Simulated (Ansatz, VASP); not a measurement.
# Two plane-wave programs on Au

POSCAR

```
Au
1.0
    3.0614331787      0.0000000000      0.0000000000
   -1.5307165893      2.6512789047      0.0000000000
    0.0000000000      0.0000000000      4.3789075123
Au
2
Direct
    0.3333333333      0.6666666667      0.7500000000
    0.6666666667      0.3333333333      0.2500000000
```

The input INCAR.step1:

```
SYSTEM = Au
PREC = Accurate ; ENCUT = 520
ISMEAR = 0 ; SIGMA = 0.15
LREAL = .False. ; LASPH = .True.
NELM = 60 ; NBANDS = 18
GGA = PE ; ALGO = Normal
EDIFF = 1E-4 ; LWAVE = .True.
LCHARG = .False.
```

The input INCAR.step2:

```
SYSTEM = Au
PREC = Accurate ; ENCUT = 520
EDIFF = 1E-6 ; ISMEAR = 0
SIGMA = 0.15 ; LREAL = .False.
LASPH = .True. ; NELM = 60
ALGO = Normal ; ISIF = 2
LWAVE = .False. ; LCHARG = .True.
METAGGA = R2SCAN ; LMIXTAU = .True.
LELF = .True. ; LVHAR = .True.
NBANDS = 18 ; ISTART = 1
```

File KPOINTS:

```
regular mesh
0
Gamma
  24 24 12
  0 0 0
```

Input for Ansatz:

```yaml
crystal:
  lattice:
    - [3.0614331787, 0.0, 0.0]
    - [-1.5307165893, 2.6512789047, 0.0]
    - [0.0, 0.0, 4.3789075123]
  atoms:
    - { symbol: Au, position: [0.3333333333, 0.6666666667, 0.75] }
    - { symbol: Au, position: [0.6666666667, 0.3333333333, 0.25] }
basis:
  ecutwfc: 500
kpoints:
  mp_grid: { grid: [24, 24, 12] }
hamiltonian:
  xc: r2scan
scf:
  occupations: { method: gaussian, width: 0.15 }
output:
  forces: true
  stress: true
  eigenvalues: true
```

Alike in both runs: task single point; functional r2SCAN; k mesh 24 × 24 × 12; occupations gaussian, width 0.15 eV; no spin polarisation.

|  | VASP | Ansatz |
| --- | --- | --- |
| version | VASP 6.6.1 | Ansatz 0.2.0 |
| potentials or method | VASP PAW PBE potentials, release 64 (Au), cutoff 520 eV | scalar-relativistic, plane waves, PAW |
| valence electrons in the cell | 22 | 38 |

VASP gave:

| Item | Value |
| --- | --- |
| gap on the k mesh at the Fermi level (eV) | none |
| pressure (GPa) | 2.0 |
| traceless stress, the component that is largest in VASP (GPa) | 6.20 |

Q: Which values does Ansatz return?

A: gap on the k mesh at the Fermi level (eV): none; pressure (GPa): 1.7; traceless stress, the component that is largest in VASP (GPa): 6.07.

VASP's potentials were made for PBE, not for r2SCAN. A gap of «none» marks a metal or a gap that the smearing closes. The functional is the same, so the differences come from potentials, cutoffs and numerics. VASP's potentials hold 22 valence electrons a cell and Ansatz's 38, so a difference there can come from the potentials and not from the codes.

Spin-orbit coupling is off throughout.
